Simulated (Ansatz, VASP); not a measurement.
**Ni: VASP beside Ansatz**

POSCAR

```
Ni
1.0
   -2.1523410896      2.1523410896      1.1741417954
    2.1523410896     -2.1523410896      1.1741417954
    2.1523410896      2.1523410896     -1.1741417954
Ni
2
Direct
    0.0000000000      0.0000000000      0.0000000000
    0.7500000000      0.2500000000      0.5000000000
```

The input INCAR.step1:

```
PREC = Accurate
ENCUT = 600
ISMEAR = 0
SIGMA = 0.1
LREAL = False
LASPH = True
NELM = 150
ISPIN = 2
MAGMOM = 0.86 0.86
LMAXMIX = 4
GGA = PE
ALGO = Normal
EDIFF = 1E-4
LWAVE = True
LCHARG = False
```

File INCAR.step2:

```
PREC = Accurate
ENCUT = 600
EDIFF = 1E-7
ISMEAR = 0
SIGMA = 0.1
LREAL = False
LASPH = True
NELM = 150
ALGO = Normal
ISIF = 3
LWAVE = False
LCHARG = False
ISPIN = 2
MAGMOM = 0.86 0.86
LORBIT = 11
LMAXMIX = 4
METAGGA = R2SCAN
LMIXTAU = True
IBRION = 2
NSW = 90
EDIFFG = -0.04
ISTART = 1
```

File KPOINTS:

```
Automatic mesh
0
Gamma
  8 8 8
```

Input for Ansatz:

```yaml
crystal:
  lattice:
    - [-2.1523410896, 2.1523410896, 1.1741417954]
    - [2.1523410896, -2.1523410896, 1.1741417954]
    - [2.1523410896, 2.1523410896, -1.1741417954]
  atoms:
    - { symbol: Ni, position: [0.0, 0.0, 0.0], spin: 0.86 }
    - { symbol: Ni, position: [0.75, 0.25, 0.5], spin: 0.86 }
basis:
  ecutwfc: 500
kpoints:
  mp_grid: { grid: [8, 8, 8] }
hamiltonian:
  xc: r2scan
scf:
  occupations: { method: gaussian, width: 0.1 }
  lower_state_search: "off"
output:
  forces: true
  stress: true
  eigenvalues: true
  populations: true
magnetization:
  spin_polarized: true
relax:
  adjacent_minimum: "off"
  f_tol: 0.04
  max_steps: 70
  cell: { stress_tol: 0.4 }
```

Alike in both runs: task relaxation of cell and atoms; functional r2SCAN; k mesh 8 × 8 × 8; occupations gaussian, width 0.1 eV; collinear spin.

```csv
,VASP,Ansatz
version,VASP 6.6.1,Ansatz 0.2.0
potentials or method,"VASP PAW PBE potentials, release 64 (Ni), cutoff 600 eV","scalar-relativistic, plane waves, PAW"
valence electrons in the cell,20,36
```

|  | VASP | Ansatz | Ansatz less VASP |
| --- | --- | --- | --- |
| gap on the k mesh at the Fermi level, each at its own relaxed structure (eV) | none | none | - |
| net moment per atom (μB) | 0.73 | 0.75 | +0.014 |
| size of the moment on the site where the two differ most (μB) | 0.74 | 0.80 | +0.059 |
| relaxed volume (Å³/atom) | 11.58 | 11.56 | -0.019 |
| relaxed cell length with the largest relative difference (Å) | 3.332 | 3.330 | -0.0014 |

VASP's potentials were made for PBE, not for r2SCAN. Site moments also hang on the region over which each program counts them. A gap of «none» marks a metal or a gap that the smearing closes. VASP's potentials hold 20 valence electrons a cell and Ansatz's 36, so a difference there can come from the potentials and not from the codes.

The k mesh is coarse, so the values compare programs but aren't converged.
